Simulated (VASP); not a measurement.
The system is Sn2C3.

```
CELL_PARAMETERS angstrom
0.00000 4.54197 4.54197
4.54197 0.00000 4.54197
4.54197 4.54197 0.00000
ATOMIC_POSITIONS crystal
Sn 0.34043 0.34043 0.34043
Sn 0.34043 0.34043 0.97872
Sn 0.34043 0.97872 0.34043
Sn 0.97872 0.34043 0.34043
C 0.88823 0.11177 0.11177
C 0.11177 0.88823 0.88823
C 0.11177 0.88823 0.11177
C 0.88823 0.11177 0.88823
C 0.11177 0.11177 0.88823
C 0.88823 0.88823 0.11177
```

The cell was built from a structure type or drawn by symmetry, and may not be a known phase.

- Program: VASP 6.6.1
- Task: relaxation of cell and atoms
- Functional: PBE
- Potentials or basis: VASP PAW PBE potentials, release 64 (Sn_d, C)
- Cutoff: 600 eV
- k mesh: 3 × 3 × 3
- Occupations: gaussian, width 0.2 eV
- Spin: no spin polarisation

At the start: pressure 50.0 GPa; volume 18.74 Å³/atom.

Task: Where does the relaxation end?

Result: Over 14 steps the energy falls by 1696.1 meV/atom and the volume is 21.30 Å³/atom (+13.6 %); space group F-43m (No. 216, to 0.1 Å) before and after.

Step by step:
```
step  energy change (eV)  largest force (eV/Å)  pressure (GPa)  volume (Å³)
   1              0.0000               19.8288           49.97       187.40
   2              4.4418                1.8697           -9.74       394.78
   3              1.3742                2.4726          -11.11       359.31
   4             -1.6203                3.0224          -12.39       329.37
   5            -11.5716                4.0674          -12.70       251.75
   6            -14.8432                2.7067           -4.85       217.99
   7            -14.8767                2.9504           -1.09       210.69
   8            -14.9141                2.5378           -2.86       213.82
   9            -16.2629                1.4587            2.51       207.27
  10            -16.2629                1.4549            2.54       207.24
  11            -16.7661                0.6565           -1.21       212.83
  12            -16.8370                0.7995           -2.84       216.67
  13            -16.8985                0.7297            1.66       210.61
  14            -16.9611                0.0534           -0.32       212.97
```

Final structure:
```xyz
10
Lattice="0.0000 4.7398 4.7398 4.7398 0.0000 4.7398 4.7398 4.7398 0.0000" Properties=species:S:1:pos:R:3 pbc="T T T"
Sn    3.6117    3.6117    3.6117
Sn    5.8680    5.8680    3.6117
Sn    5.8680    3.6117    5.8680
Sn    3.6117    5.8680    5.8680
C     1.1408    4.7398    4.7398
C     8.3389    4.7398    4.7398
C     4.7398    1.1408    4.7398
C     4.7398    8.3389    4.7398
C     4.7398    4.7398    1.1408
C     4.7398    4.7398    8.3389
```

Caveat: the k points lie up to 0.38 Å⁻¹ apart in the final cell; the relaxation stopped at a loose force limit of 0.08 eV/Å, so its end isn't a converged minimum.
